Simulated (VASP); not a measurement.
# Si2C (P-3m1) in VASP: notebook

Runs on Si2C. Level: PBE. Tasks: single point, relaxation of cell and atoms.

Program: VASP 6.6.1. These are calculated values, not measurements. Logs are shortened: lines on timing, memory, paths and dates and some standing lists are left out, and cuts for length are marked.

### 1 The cell of the first run

Symmetry: P-3m1, No. 164, trigonal system. Conventional cell: a = 2.967 Å, b = 2.967 Å, c = 4.245 Å, α = 90.00°, β = 90.00°, γ = 120.00°. Within 2.7 Å of Si (site symmetry 3m) lie 3 C at 2.07 Å and 3 Si at 2.56 Å. Within 2.7 Å of C (site symmetry -3m) lie 6 Si at 2.07 Å.

### 2 Single point, PBE

Contents of INCAR:

```
SYSTEM = Si2C
PREC = Accurate
ENCUT = 520
EDIFF = 1E-7
ISMEAR = 0
SIGMA = 0.1
LREAL = .FALSE.
LASPH = .TRUE.
NELM = 100
ALGO = Normal
ISIF = 2
LWAVE = .FALSE.
LCHARG = .FALSE.
GGA = PE
NBANDS = 13
```

Contents of KPOINTS:

```
regular mesh
0
G
  6 6 4
  0 0 0
```

Contents of POSCAR:

```
Si2C
1.0
    2.9669886052      0.0000000000      0.0000000000
   -1.4834943026      2.5694875048      0.0000000000
    0.0000000000      0.0000000000      4.2445540262
Si C
2 1
Direct
    0.3333333333      0.6666666667      0.7247648846
    0.6666666667      0.3333333333      0.2752351154
    0.0000000000      0.0000000000      0.0000000000
```

Potentials or basis: VASP PAW PBE potentials, release 64 (Si, C).

Launch:

```console
$ cat potpaw_PBE.64/Si/POTCAR potpaw_PBE.64/C/POTCAR > POTCAR
$ mpirun -np 1 vasp_std > vasp.out
```

OUTCAR:

```text
SYSTEM = Si2C
   PREC = Accurate
   ENCUT = 520
   EDIFF = 1E-7
   ISMEAR = 0
   LREAL = .FALSE.
   LASPH = .TRUE.
   NELM = 100
   ISIF = 2
   GGA = PE

 ion  position               nearest neighbor table
   1  0.333  0.667  0.725-   3 2.07   3 2.07   3 2.07   2 2.56   2 2.56   2 2.56   2 2.90   2 2.90
                             2 2.90
   2  0.667  0.333  0.275-   3 2.07   3 2.07   3 2.07   1 2.56   1 2.56   1 2.56   1 2.90   1 2.90
                             1 2.90
   3  0.000  0.000  0.000-   1 2.07   2 2.07   1 2.07   2 2.07   2 2.07   1 2.07

  LATTYP: Found a hexagonal cell.
 ALAT       =     2.9669886052
 C/A-ratio  =     1.4305933022

  Lattice vectors:

 A1 = (   2.9669886052,   0.0000000000,   0.0000000000)
 A2 = (  -1.4834943026,   2.5694875048,   0.0000000000)
 A3 = (   0.0000000000,   0.0000000000,   4.2445540262)

Analysis of symmetry for initial positions (statically):
=====================================================================
 Subroutine PRICEL returns:
 Original cell was already a primitive cell.

 Routine SETGRP: Setting up the symmetry group for a
 hexagonal supercell.

 Subroutine GETGRP returns: Found 12 space group operations
 (whereof 12 operations were pure point group operations)
 out of a pool of 24 trial point group operations.

The static configuration has the point symmetry D_3d.

Analysis of symmetry for dynamics (positions and initial velocities):
=====================================================================
 Subroutine PRICEL returns:
 Original cell was already a primitive cell.

 Routine SETGRP: Setting up the symmetry group for a
 hexagonal supercell.

 Subroutine GETGRP returns: Found 12 space group operations
 (whereof 12 operations were pure point group operations)
 out of a pool of 24 trial point group operations.

The dynamic configuration has the point symmetry D_3d.

 Subroutine INISYM returns: Found 12 space group operations
 (whereof 12 operations are pure point group operations),
 and found     1 'primitive' translations

----------------------------------------------------------------------------------------

                                     Primitive cell

  volume of cell :      32.3590

  direct lattice vectors                    reciprocal lattice vectors
     2.966988605  0.000000000  0.000000000     0.337042076  0.194591334  0.000000000
    -1.483494303  2.569487505  0.000000000     0.000000000  0.389182667  0.000000000
     0.000000000  0.000000000  4.244554026     0.000000000  0.000000000  0.235596012

  length of vectors
     2.966988605  2.966988605  4.244554026     0.389182667  0.389182667  0.235596012

  position of ions in fractional coordinates (direct lattice)
     0.333333333  0.666666667  0.724764885
     0.666666667  0.333333333  0.275235115
     0.000000000  0.000000000  0.000000000

  ion indices of the primitive-cell ions
   primitive index   ion index
                 1           1
                 2           2
                 3           3

----------------------------------------------------------------------------------------

 KPOINTS: regular mesh

Automatic generation of k-mesh.
 Grid dimensions read from file:
 generate k-points for:    6    6    4

 Generating k-lattice:

  Cartesian coordinates                     Fractional coordinates (reciprocal lattice)
     0.056173679  0.032431889  0.000000000     0.166666667  0.000000000  0.000000000
     0.000000000  0.064863778  0.000000000     0.000000000  0.166666667  0.000000000
     0.000000000  0.000000000  0.058899003     0.000000000  0.000000000  0.250000000

  Length of vectors
     0.064863778  0.064863778  0.058899003

  Shift w.r.t. Gamma in fractional coordinates (k-lattice)
     0.000000000  0.000000000  0.000000000

 Subroutine IBZKPT returns following result:
 ===========================================

 Found     24 irreducible k-points:

 Following reciprocal coordinates:
            Coordinates               Weight
  0.000000  0.000000  0.000000      1.000000
  0.166667  0.000000  0.000000      6.000000
  0.333333  0.000000  0.000000      6.000000
  0.500000  0.000000  0.000000      3.000000
  0.166667  0.166667  0.000000      6.000000
  0.333333  0.166667  0.000000     12.000000
[... 16 lines left out ...]
  0.333333  0.166667  0.500000     12.000000
  0.333333  0.333333  0.500000      2.000000
   k-points           NKPTS =     24   k-points in BZ     NKDIM =     24   number of bands    NBANDS=     13
   number of dos      NEDOS =    301   number of ions     NIONS =      3
   total plane-waves  NPLWV =  18432
   dimension x,y,z NGX =    24 NGY =   24 NGZ =   32
   dimension x,y,z NGXF=    48 NGYF=   48 NGZF=   64
   ions per type =               2   1
   NGX,Y,Z   is equivalent  to a cutoff of  13.45, 13.45, 12.53 a.u.
   NGXF,Y,Z  is equivalent  to a cutoff of  26.90, 26.90, 25.07 a.u.
 SYSTEM =  Si2C
   PREC   = accura    normal or accurate (medium, high low for compatibility)
   ISTART =      0    job   : 0-new  1-cont  2-samecut
   ICHARG =      2    charge: 1-file 2-atom 10-const
   ISPIN  =      1    spin polarized calculation?
   LNONCOLLINEAR =      F non collinear calculations
   LSORBIT =      F    spin-orbit coupling
   LASPH  =      T    aspherical Exc in radial PAW
   ENCUT  =  520.0 eV  38.22 Ry    6.18 a.u.   5.52  5.52  7.89*2*pi/ulx,y,z
   NELM   =    100;   NELMIN=  2; NELMDL= -5     # of ELM steps
   EDIFF  = 0.1E-06   stopping-criterion for ELM
   LREAL  =      F    real-space projection
   EDIFFG = 0.1E-05   stopping-criterion for IOM
   NSW    =      0    number of steps for IOM
   IBRION =     -1    ionic relax: 0-MD 1-quasi-New 2-CG
   NFREE  =      0    steps in history (QN), initial steepest desc. (CG)
   ISIF   =      2    stress and relaxation
   ISYM   =      2    0-nonsym 1-usesym 2-fastsym
   POTIM  = 0.5000    time-step for ionic-motion
   TEBEG  =    0.0;   TEEND  =   0.0 temperature during run
   PSTRESS=    0.0 pullay stress
   NELECT =      12.0000    total number of electrons
   NUPDOWN=      -1.0000    fix difference up-down
   EMIN   =  10.00;   EMAX   =-10.00  energy-range for DOS
   EFERMI =   0.00;   METHOD = LEGACY
   ISMEAR =     0;   SIGMA  =   0.10  broadening in eV -4-tet -1-fermi 0-gaus
   EFERMI_NEDOS =   21; number of points for ismear=-14 and -15
   IALGO  =     38    algorithm
   IMIX   =      4    mixing-type and parameters
     AMIX     =   0.40;   BMIX     =  1.00
     AMIX_MAG =   1.60;   BMIX_MAG =  1.00
  volume/ion in A,a.u.               =      10.79        72.79
  Fermi-wavevector in a.u.,A,eV,Ry     =   1.176171  2.222641 18.822000  1.383378
  Thomas-Fermi vector in A             =   2.312539
   LORBIT       =      0    0 simple, 1 ext, 2 COOP (PROOUT), +10 PAW based schemes
   GGA     = PE    functional components
   LHFCALC =     F    Hartree Fock is set to
   AEXX    =    0.0000 exact exchange contribution
   IVDW    =     0    specifies the selected vdW correction
   LEPSILON=     F    determine dielectric tensor
   LRPA    =     F    only Hartree local field effects (RPA)
 non-spin polarized calculation
 Gauss-broadening in eV      SIGMA  =   0.10
  energy-cutoff  :      520.00
  volume of cell :       32.36
 maximum number of plane-waves:       915
 NGX is ok and might be reduce to    24
   NGX = 11   NGY = 11   NGZ = 15

 number of electron      11.9999999 magnetization

 Free energy of the ion-electron system (eV)
  ---------------------------------------------------
  ext. energy  EPLUGINS =         0.00000000
  ---------------------------------------------------
  free energy    TOTEN  =       -18.19394479 eV

  energy without entropy =      -18.18840254  energy(sigma->0) =      -18.19117366

 E-fermi :  11.4394     XC(G=0): -11.8184

 val. band max:       11.3528095638   @ k =  -0.1667   0.5000   0.2500
 cond. band min:      11.5001080860   @ k =   0.3333   0.1667   0.2500
 fundamental gap:      0.1472985222
 Fermi energy:        11.4393612770

 k-point     1 :       0.0000    0.0000    0.0000
  band No.  band energies     occupation
      1      -6.0521      2.00000
      2       2.1515      2.00000
      3       2.1970      2.00000
      4       9.5698      2.00000
      5       9.5698      2.00000
      6      15.1711      0.00000
      7      15.1711      0.00000
      8      15.9337      0.00000
      9      17.7497      0.00000
     10      19.7091      0.00000
     11      21.1385      0.00000
     12      21.1385      0.00000
     13      22.3243      0.00000

 k-point     2 :       0.1667    0.0000    0.0000
  band No.  band energies     occupation
      1      -5.4986      2.00000
      2       2.6451      2.00000
      3       2.7334      2.00000
      4       7.0508      2.00000
      5       8.7324      2.00000
      6      13.0464      0.00000
      7      15.7382      0.00000
      8      15.9198      0.00000
      9      16.7786      0.00000
     10      18.5597      0.00000
     11      19.2216      0.00000
     12      19.9936      0.00000
     13      20.7024      0.00000

 k-point     3 :       0.3333    0.0000    0.0000
  band No.  band energies     occupation
      1      -3.8820      2.00000
      2       2.5274      2.00000
      3       4.2385      2.00000
      4       4.7050      2.00000
      5       7.5994      2.00000
      6      10.1691      2.00000
      7      11.7066      0.00016
      8      13.8229      0.00000
      9      15.8588      0.00000
     10      17.8627      0.00000
     11      18.7550      0.00000
     12      19.4545      0.00000
     13      21.6570      0.00000
[... 305 lines left out ...]
 k-point    23 :       0.3333    0.1667    0.5000
  band No.  band energies     occupation
      1      -1.8256      2.00000
      2       1.8566      2.00000
      3       2.1690      2.00000
      4       5.2026      2.00000
      5       5.4781      2.00000
      6       8.5570      2.00000
      7      13.4419      0.00000
      8      15.1971      0.00000
      9      16.6011      0.00000
     10      18.3279      0.00000
     11      19.9252      0.00000
     12      20.1811      0.00000
     13      21.0821      0.00000

 k-point    24 :       0.3333    0.3333    0.5000
  band No.  band energies     occupation
      1      -0.7199      2.00000
      2       2.4883      2.00000
      3       2.4883      2.00000
      4       4.3025      2.00000
      5       5.0866      2.00000
      6       5.0866      2.00000
      7      14.2836      0.00000
      8      17.8772      0.00000
      9      17.8772      0.00000
     10      18.2906      0.00000
     11      18.2906      0.00000
     12      18.9422      0.00000
     13      22.5224      0.00000

------------------------ aborting loop because EDIFF is reached ----------------------------------------

  FORCE on cell =-STRESS in cart. coord.  units (eV):
  Direction    XX          YY          ZZ          XY          YZ          ZX
  --------------------------------------------------------------------------------------
  -------------------------------------------------------------------------------------
  Total        0.0253544      0.0253544      0.0107410      0.0000000     -0.0000000      0.0000000
  in kB        1.2553615      1.2553615      0.5318153      0.0000000     -0.0000000      0.0000000
  external PRESSURE =       1.0141794 kB  Pullay stress =       0.0000000 kB

 VOLUME and BASIS-vectors are now :
 -----------------------------------------------------------------------------
  energy-cutoff  :      520.00
  volume of cell :       32.36
      direct lattice vectors                 reciprocal lattice vectors
     2.966988605  0.000000000  0.000000000     0.337042076  0.194591334  0.000000000
    -1.483494303  2.569487505  0.000000000     0.000000000  0.389182667  0.000000000
     0.000000000  0.000000000  4.244554026     0.000000000  0.000000000  0.235596012

 POSITION                                       TOTAL-FORCE (eV/Angst)
 -----------------------------------------------------------------------------------
     -0.00000      1.71299      3.07630        -0.000000     -0.000000     -0.034875
      1.48349      0.85650      1.16825         0.000000      0.000000      0.034875
      0.00000      0.00000      0.00000        -0.000000      0.000000      0.000000
 -----------------------------------------------------------------------------------
    total drift:                                0.000000      0.000000      0.000000

  FREE ENERGIE OF THE ION-ELECTRON SYSTEM (eV)
  ---------------------------------------------------
  free  energy   TOTEN  =       -18.1939447893 eV

  energy  without entropy=      -18.1884025396  energy(sigma->0) =      -18.19117366
```

It took 4.5 s on 1 thread of Intel Xeon Platinum 8559C (Emerald Rapids), shared host; peak memory 0.14 GiB.

Results:

| Item | Value |
| --- | --- |
| Free energy | -18.1939 eV |
| Pressure | 0.1 GPa |
| Largest force | 0.035 eV/Å |
| Band gap on the k mesh | zero (band 6 reaches 15.42 eV, above the bottom of band 7 at 9.36 eV) |

Forces in eV/Å, atoms in the order of the input:
```
Si   0.000  0.000 -0.035
Si   0.000  0.000  0.035
C    0.000  0.000  0.000
```

Levels at points of the mesh, in eV from the Fermi level:
| k point | band 3 | band 4 | band 5 | band 6 | band 7 | band 8 | band 9 | band 10 |
| --- | --- | --- | --- | --- | --- | --- | --- | --- |
| (0.00, 0.00, 0.00) | -9.24 | -1.87 | -1.87 | 3.73 | 3.73 | 4.49 | 6.31 | 8.27 |
| (0.50, 0.00, 0.00) | -5.77 | -4.57 | -4.28 | -4.19 | -2.07 | 1.32 | 4.12 | 5.96 |
| (0.00, 0.00, 0.50) | -2.52 | -1.72 | -1.72 | 1.34 | 5.04 | 5.22 | 5.22 | 5.58 |
| (0.50, 0.00, 0.50) | -8.52 | -8.16 | -3.94 | -0.22 | 0.96 | 1.44 | 5.73 | 5.90 |

Caveat: the k points lie up to 0.41 Å⁻¹ apart.

[end of part 1 of 3]
